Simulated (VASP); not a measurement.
# Si in VASP: further runs

Si is run at these levels: PBE; tasks: single point.

Everything below comes from runs of VASP 6.6.1. Logs are shortened: lines on timing, memory, paths and dates and some standing lists are left out, and cuts for length are marked.

**1. The cell of the first run**

It takes space group I4_1/amd (No. 141, tetragonal). The conventional cell has a = 3.850 Å, b = 3.850 Å, c = 5.581 Å, α = 90.00°, β = 90.00°, γ = 90.00°. Within 3.1 Å of Si (site symmetry -4m2) lie 4 Si at 2.38 Å.

**2. Single point, PBE (uniaxial x strain +2.5%)**

INCAR

```
PREC = Accurate
ENCUT = 520
EDIFF = 1E-6
ISMEAR = -1
SIGMA = 0.02
LREAL = False
LASPH = True
NELM = 60
ALGO = Normal
ISIF = 2
LWAVE = False
LCHARG = False
GGA = PE
NBANDS = 11
```

KPOINTS

```
Automatic mesh
0
Gamma
  8 8 8
```

POSCAR

```
Si
1.0
    0.0000000000      2.7221188962      2.7221188962
    2.7904440804      0.0000000000      2.7221188962
    2.7904440804      2.7221188962      0.0000000000
Si
2
Direct
    0.0000000000      0.0000000000      0.0000000000
    0.2500000000      0.2500000000      0.2500000000
```

Potentials or basis: VASP PAW PBE potentials, release 64 (Si).

On the command line:

```sh
$ cat potpaw_PBE.64/Si/POTCAR > POTCAR
$ mpirun -np 1 vasp_std > vasp.out
```

OUTCAR:

```text
PREC = Accurate
   ENCUT = 520
   EDIFF = 1E-6
   ISMEAR = -1
   LREAL = False
   LASPH = True
   NELM = 60
   ISIF = 2
   GGA = PE

 ion  position               nearest neighbor table
   1  0.000  0.000  0.000-   2 2.38   2 2.38   2 2.38   2 2.38
   2  0.250  0.250  0.250-   1 2.38   1 2.38   1 2.38   1 2.38

  LATTYP: Found a body centered tetragonal cell.
 ALAT       =     3.8496574614
 C/A-ratio  =     1.4497103227

  Lattice vectors:

 A1 = (   2.7904440804,   0.0000000000,   2.7221188962)
 A2 = (   2.7904440804,   0.0000000000,  -2.7221188962)
 A3 = (  -2.7904440804,   2.7221188962,   0.0000000000)

Analysis of symmetry for initial positions (statically):
=====================================================================
 Subroutine PRICEL returns:
 Original cell was already a primitive cell.

 Routine SETGRP: Setting up the symmetry group for a
 body centered tetragonal supercell.

 Subroutine GETGRP returns: Found 16 space group operations
 (whereof  8 operations were pure point group operations)
 out of a pool of 16 trial point group operations.

The static configuration has the point symmetry D_2d.
 The point group associated with its full space group is D_4h.

Analysis of symmetry for dynamics (positions and initial velocities):
=====================================================================
 Subroutine PRICEL returns:
 Original cell was already a primitive cell.

 Routine SETGRP: Setting up the symmetry group for a
 body centered tetragonal supercell.

 Subroutine GETGRP returns: Found 16 space group operations
 (whereof  8 operations were pure point group operations)
 out of a pool of 16 trial point group operations.

The dynamic configuration has the point symmetry D_2d.
 The point group associated with its full space group is D_4h.

 Subroutine INISYM returns: Found 16 space group operations
 (whereof  8 operations are pure point group operations),
 and found     1 'primitive' translations

----------------------------------------------------------------------------------------

                                     Primitive cell

  volume of cell :      41.3540

  direct lattice vectors                    reciprocal lattice vectors
     0.000000000  2.722118896  2.722118896    -0.179182949  0.183680441  0.183680441
     2.790444080  0.000000000  2.722118896     0.179182949 -0.183680441  0.183680441
     2.790444080  2.722118896  0.000000000     0.179182949  0.183680441 -0.183680441

  length of vectors
     3.849657461  3.898270059  3.898270059     0.315568595  0.315568595  0.315568595

  position of ions in fractional coordinates (direct lattice)
     0.000000000  0.000000000  0.000000000
     0.250000000  0.250000000  0.250000000

  ion indices of the primitive-cell ions
   primitive index   ion index
                 1           1
                 2           2

----------------------------------------------------------------------------------------

 KPOINTS: Automatic mesh

Automatic generation of k-mesh.
 Grid dimensions read from file:
 generate k-points for:    8    8    8

 Generating k-lattice:

  Cartesian coordinates                     Fractional coordinates (reciprocal lattice)
    -0.022397869  0.022960055  0.022960055     0.125000000  0.000000000  0.000000000
     0.022397869 -0.022960055  0.022960055     0.000000000  0.125000000 -0.000000000
     0.022397869  0.022960055 -0.022960055     0.000000000 -0.000000000  0.125000000

  Length of vectors
     0.039446074  0.039446074  0.039446074

  Shift w.r.t. Gamma in fractional coordinates (k-lattice)
     0.000000000  0.000000000  0.000000000

 Subroutine IBZKPT returns following result:
 ===========================================

 Found     59 irreducible k-points:

 Following reciprocal coordinates:
            Coordinates               Weight
  0.000000  0.000000  0.000000      1.000000
  0.125000  0.000000  0.000000      8.000000
  0.250000  0.000000  0.000000      8.000000
  0.375000  0.000000  0.000000      8.000000
  0.500000  0.000000  0.000000      4.000000
  0.125000  0.125000  0.000000      4.000000
[... 16 lines left out ...]
  0.250000  0.125000  0.125000      4.000000
  0.375000  0.125000  0.125000      8.000000
 [... further k-points ...]
   k-points           NKPTS =     59   k-points in BZ     NKDIM =     59   number of bands    NBANDS=     11
   number of dos      NEDOS =    301   number of ions     NIONS =      2
   total plane-waves  NPLWV =  27000
   dimension x,y,z NGX =    30 NGY =   30 NGZ =   30
   dimension x,y,z NGXF=    60 NGYF=   60 NGZF=   60
   ions per type =               2
   NGX,Y,Z   is equivalent  to a cutoff of  12.96, 12.79, 12.79 a.u.
   NGXF,Y,Z  is equivalent  to a cutoff of  25.91, 25.59, 25.59 a.u.
 SYSTEM =  unknown system
   PREC   = accura    normal or accurate (medium, high low for compatibility)
   ISTART =      0    job   : 0-new  1-cont  2-samecut
   ICHARG =      2    charge: 1-file 2-atom 10-const
   ISPIN  =      1    spin polarized calculation?
   LNONCOLLINEAR =      F non collinear calculations
   LSORBIT =      F    spin-orbit coupling
   LASPH  =      T    aspherical Exc in radial PAW
   ENCUT  =  520.0 eV  38.22 Ry    6.18 a.u.   7.16  7.25  7.25*2*pi/ulx,y,z
   NELM   =     60;   NELMIN=  2; NELMDL= -5     # of ELM steps
   EDIFF  = 0.1E-05   stopping-criterion for ELM
   LREAL  =      F    real-space projection
   EDIFFG = 0.1E-04   stopping-criterion for IOM
   NSW    =      0    number of steps for IOM
   IBRION =     -1    ionic relax: 0-MD 1-quasi-New 2-CG
   NFREE  =      0    steps in history (QN), initial steepest desc. (CG)
   ISIF   =      2    stress and relaxation
   ISYM   =      2    0-nonsym 1-usesym 2-fastsym
   POTIM  = 0.5000    time-step for ionic-motion
   TEBEG  =    0.0;   TEEND  =   0.0 temperature during run
   PSTRESS=    0.0 pullay stress
   NELECT =       8.0000    total number of electrons
   NUPDOWN=      -1.0000    fix difference up-down
   EMIN   =  10.00;   EMAX   =-10.00  energy-range for DOS
   EFERMI =   0.00;   METHOD = LEGACY
   ISMEAR =    -1;   SIGMA  =   0.02  broadening in eV -4-tet -1-fermi 0-gaus
   EFERMI_NEDOS =   21; number of points for ismear=-14 and -15
   IALGO  =     38    algorithm
   IMIX   =      4    mixing-type and parameters
     AMIX     =   0.40;   BMIX     =  1.00
     AMIX_MAG =   1.60;   BMIX_MAG =  1.00
  volume/ion in A,a.u.               =      20.68       139.54
  Fermi-wavevector in a.u.,A,eV,Ry     =   0.946816  1.789223 12.197090  0.896461
  Thomas-Fermi vector in A             =   2.074850
   LORBIT       =      0    0 simple, 1 ext, 2 COOP (PROOUT), +10 PAW based schemes
   GGA     = PE    functional components
   LHFCALC =     F    Hartree Fock is set to
   AEXX    =    0.0000 exact exchange contribution
   IVDW    =     0    specifies the selected vdW correction
   LEPSILON=     F    determine dielectric tensor
   LRPA    =     F    only Hartree local field effects (RPA)
 non-spin polarized calculation
  energy-cutoff  :      520.00
  volume of cell :       41.35
 maximum number of plane-waves:      1134
 NGX is ok and might be reduce to    30
   NGX = 15   NGY = 15   NGZ = 15

 number of electron       8.0000001 magnetization

 Free energy of the ion-electron system (eV)
  ---------------------------------------------------
  ext. energy  EPLUGINS =         0.00000000
  ---------------------------------------------------
  free energy    TOTEN  =       -10.83942470 eV

  energy without entropy =      -10.83942469  energy(sigma->0) =      -10.83942470

 E-fermi :   5.8272     XC(G=0):  -9.2833

 val. band max:        5.5659446819   @ k =   0.0000   0.0000   0.0000
 cond. band min:       6.1023399537   @ k =   0.3750   0.3750   0.0000
 fundamental gap:      0.5363952718
 Fermi energy:         5.8271914330

 k-point     1 :       0.0000    0.0000    0.0000
  band No.  band energies     occupation
      1      -6.2324      2.00000
      2       5.3885      2.00000
      3       5.5659      2.00000
      4       5.5659      2.00000
      5       8.0302      0.00000
      6       8.0302      0.00000
      7       8.1213      0.00000
      8       8.5032      0.00000
      9      12.9846      0.00000
     10      13.3396      0.00000
     11      13.4303      0.00000

 k-point     2 :       0.1250    0.0000    0.0000
  band No.  band energies     occupation
      1      -6.0338      2.00000
      2       3.9157      2.00000
      3       5.1609      2.00000
      4       5.2969      2.00000
      5       7.9036      0.00000
      6       8.4473      0.00000
      7       8.5006      0.00000
      8       9.9377      0.00000
      9      12.5652      0.00000
     10      12.9148      0.00000
     11      14.1100      0.00000

 k-point     3 :       0.2500    0.0000    0.0000
  band No.  band energies     occupation
      1      -5.4552      2.00000
      2       1.6398      2.00000
      3       4.6788      2.00000
      4       4.8595      2.00000
      5       7.4118      0.00000
      6       8.9669      0.00000
      7       9.0155      0.00000
      8      12.1425      0.00000
      9      12.6507      0.00000
     10      12.7465      0.00000
     11      14.4161      0.00000

 k-point     4 :       0.3750    0.0000    0.0000
  band No.  band energies     occupation
      1      -4.5906      2.00000
      2      -0.3255      2.00000
      3       4.3393      2.00000
      4       4.5573      2.00000
      5       7.0416      0.00000
      6       8.8982      0.00000
      7       9.0402      0.00000
      8      13.3216      0.00000
      9      13.9644      0.00000
     10      14.0501      0.00000
     11      14.9608      0.00000
[... 239 lines left out ...]
 k-point    22 :       0.0000    0.1250    0.1250
  band No.  band energies     occupation
      1      -5.9744      2.00000
      2       4.0356      2.00000
      3       4.8015      2.00000
      4       4.8015      2.00000
      5       7.6150      0.00000
      6       9.1296      0.00000
      7       9.1296      0.00000
      8       9.6285      0.00000
      9      11.7081      0.00000
     10      13.7169      0.00000
     11      14.3523      0.00000

 k-point    23 :       0.2500    0.1250    0.1250
  band No.  band energies     occupation
      1      -5.6998      2.00000
      2       2.8308      2.00000
      3       3.8531      2.00000
      4       5.3094      2.00000
      5       8.5182      0.00000
      6       8.5858      0.00000
      7       8.7028      0.00000
      8      10.8147      0.00000
      9      11.9916      0.00000
     10      13.5497      0.00000
     11      15.0591      0.00000

 k-point    24 :       0.3750    0.1250    0.1250
  band No.  band energies     occupation
      1      -5.0053      2.00000
      2       0.9203      2.00000
      3       3.1721      2.00000
      4       4.8646      2.00000
      5       8.1997      0.00000
      6       9.1730      0.00000
      7       9.2428      0.00000
      8      11.5908      0.00000
      9      12.0280      0.00000
     10      15.1017      0.00000
     11      15.5520      0.00000

 [... further k-points ...]
[... 5 lines left out ...]
  --------------------------------------------------------------------------------------
  -------------------------------------------------------------------------------------
  Total       -0.6849368     -0.0435982     -0.0435982      0.0000000      0.0000000      0.0000000
  in kB      -26.5364967     -1.6891237     -1.6891237      0.0000000      0.0000000      0.0000000
  external PRESSURE =      -9.9715813 kB  Pullay stress =       0.0000000 kB

 VOLUME and BASIS-vectors are now :
 -----------------------------------------------------------------------------
  energy-cutoff  :      520.00
  volume of cell :       41.35
      direct lattice vectors                 reciprocal lattice vectors
     0.000000000  2.722118896  2.722118896    -0.179182949  0.183680441  0.183680441
     2.790444080  0.000000000  2.722118896     0.179182949 -0.183680441  0.183680441
     2.790444080  2.722118896  0.000000000     0.179182949  0.183680441 -0.183680441

 POSITION                                       TOTAL-FORCE (eV/Angst)
 -----------------------------------------------------------------------------------
      0.00000      0.00000      0.00000        -0.000000      0.000000      0.000000
      1.39522      1.36106      1.36106         0.000000     -0.000000     -0.000000
 -----------------------------------------------------------------------------------
    total drift:                               -0.000000     -0.000000     -0.000000

  FREE ENERGIE OF THE ION-ELECTRON SYSTEM (eV)
  ---------------------------------------------------
  free  energy   TOTEN  =       -10.8394247002 eV

  energy  without entropy=      -10.8394246906  energy(sigma->0) =      -10.83942470
```

Wall time 10 s (1 thread of Intel Xeon 6975P-C (Granite Rapids), shared host); peak memory 0.16 GiB.

Results:

```yaml
Free_energy: -10.8394 eV
Pressure: -1.0 GPa
Band_gap_on_the_k_mesh: 0.54 eV (least direct gap 2.46 eV)
```

Stress tensor (GPa, compression positive):
```
-2.65  0.00  0.00
 0.00 -0.17  0.00
 0.00  0.00 -0.17
```

Caveat: the cell differs from its parent crystal (uniaxial x strain +2.5%). A k mesh can miss the band edges.

**3. Single point, PBE (strain along [111] +1.6%)**

INCAR

```
  PREC = Accurate
  ENCUT = 520
  EDIFF = 1E-6
  ISMEAR = -1
  SIGMA = 0.02
  LREAL = F
  LASPH = T
  NELM = 100
  ALGO = Normal
  ISIF = 2
  LWAVE = F
  LCHARG = F
  GGA = PE
  NBANDS = 11
```

KPOINTS

```
regular mesh
0
Gamma
  8 8 8
```

POSCAR

```
Si
1.0
    0.0295803587      2.7516992548      2.7516992548
    2.7516992548      0.0295803587      2.7516992548
    2.7516992548      2.7516992548      0.0295803587
Si
2
Direct
    0.0006230018      0.0006230018      0.0006230018
    0.2493769982      0.2493769982      0.2493769982
```

Potentials or basis: VASP PAW PBE potentials, release 64 (Si).

On the command line:

```sh
$ cat potpaw_PBE.64/Si/POTCAR > POTCAR
$ mpirun -np 1 vasp_std > vasp.out
```

Wall time 12 s (1 thread of Intel Xeon 6975P-C (Granite Rapids), shared host); peak memory 0.16 GiB.

The run converged. Its results:

```yaml
Free_energy: -10.8427 eV
Pressure: -0.2 GPa
Largest_force: 0.007 eV/Å
Band_gap_on_the_k_mesh: 0.60 eV (least direct gap 2.34 eV)
```

Forces in eV/Å, atoms in the order of the input:
```
Si   0.004  0.004  0.004
Si  -0.004 -0.004 -0.004
```

Stress tensor (GPa, compression positive):
```
-0.24 -0.82 -0.82
-0.82 -0.24 -0.82
-0.82 -0.82 -0.24
```

Levels at points of the mesh, in eV from the valence-band top:
```csv
k point,band 2,band 3,band 4,band 5,band 6,band 7
"(0.00, 0.00, 0.00)",-0.14,0.00,0.00,2.34,2.57,2.57
"(0.50, 0.00, 0.00)",-6.90,-1.28,-1.22,1.35,3.23,3.33
"(0.50, 0.50, 0.00)",-7.76,-2.90,-2.77,0.63,0.79,9.82
"(0.50, 0.50, 0.50)",-6.92,-1.13,-1.13,1.57,3.37,3.37
```

Caveat: the cell differs from its parent crystal (strain along [111] +1.6%).
